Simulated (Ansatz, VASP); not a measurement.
Si3S2 in VASP and in Ansatz

The input INCAR:

```
SYSTEM = Si3S2
PREC = Accurate ; ENCUT = 600
EDIFF = 1E-6 ; ISMEAR = 0
SIGMA = 0.1 ; LREAL = .FALSE.
LASPH = .TRUE. ; NELM = 80
ALGO = Normal ; ISIF = 3
LWAVE = .FALSE. ; LCHARG = .FALSE.
GGA = PE ; IBRION = 2
NSW = 90 ; EDIFFG = -0.04
```

Contents of KPOINTS:

```
regular mesh
0
G
  4 4 4
  0 0 0
```

POSCAR

```
Si3S2
1.0
   -3.6629120700      3.6629120700      3.6629120700
    3.6629120700     -3.6629120700      3.6629120700
    3.6629120700      3.6629120700     -3.6629120700
Si S
6 4
Direct
    0.0000000000      0.2318336200      0.2318336200
    0.0000000000      0.7681663800      0.7681663800
    0.2318336200      0.0000000000      0.2318336200
    0.7681663800      0.0000000000      0.7681663800
    0.2318336200      0.2318336200      0.0000000000
    0.7681663800      0.7681663800      0.0000000000
    0.0000000000      0.0000000000      0.0000000000
    0.0000000000      0.5000000000      0.5000000000
    0.5000000000      0.0000000000      0.5000000000
    0.5000000000      0.5000000000      0.0000000000
```

Input for Ansatz:

```yaml
crystal:
  lattice:
    - [-3.66291207, 3.66291207, 3.66291207]
    - [3.66291207, -3.66291207, 3.66291207]
    - [3.66291207, 3.66291207, -3.66291207]
  atoms:
    - { symbol: Si, position: [0.0, 0.23183362, 0.23183362] }
    - { symbol: Si, position: [0.0, 0.76816638, 0.76816638] }
    - { symbol: Si, position: [0.23183362, 0.0, 0.23183362] }
    - { symbol: Si, position: [0.76816638, 0.0, 0.76816638] }
    - { symbol: Si, position: [0.23183362, 0.23183362, 0.0] }
    - { symbol: Si, position: [0.76816638, 0.76816638, 0.0] }
    - { symbol: S, position: [0.0, 0.0, 0.0] }
    - { symbol: S, position: [0.0, 0.5, 0.5] }
    - { symbol: S, position: [0.5, 0.0, 0.5] }
    - { symbol: S, position: [0.5, 0.5, 0.0] }
basis:
  ecutwfc: 420
kpoints:
  mp_grid: { grid: [4, 4, 4] }
hamiltonian:
  xc: pbe
scf:
  occupations: { method: gaussian, width: 0.1 }
  lower_state_search: "off"
output:
  forces: true
  stress: true
  eigenvalues: true
relax:
  adjacent_minimum: "off"
  f_tol: 0.04
  max_steps: 70
  cell: { stress_tol: 0.4 }
```

Alike in both runs: task relaxation of cell and atoms; functional PBE; k mesh 4 × 4 × 4; occupations gaussian, width 0.1 eV; no spin polarisation.

|  | VASP | Ansatz |
| --- | --- | --- |
| version | VASP 6.6.1 | Ansatz 0.2.0 |
| potentials or method | VASP PAW PBE potentials, release 64 (Si, S), cutoff 600 eV | scalar-relativistic, plane waves, PAW |
| valence electrons in the cell | 48 | 48 |

|  | VASP | Ansatz | Ansatz less VASP |
| --- | --- | --- | --- |
| gap on the k mesh at the Fermi level, each at its own relaxed structure (eV) | none | none | - |
| relaxed volume (Å³/atom) | 35.64 | 35.88 | +0.237 |
| relaxed length of the cell vector where the two differ most in proportion (Å) | 7.736 | 7.753 | +0.0171 |

A gap of «none» marks a metal or a gap that the smearing closes.

Noted on VASP's run: the volume moved by over 15 % at a fixed basis, so the end points are rough.
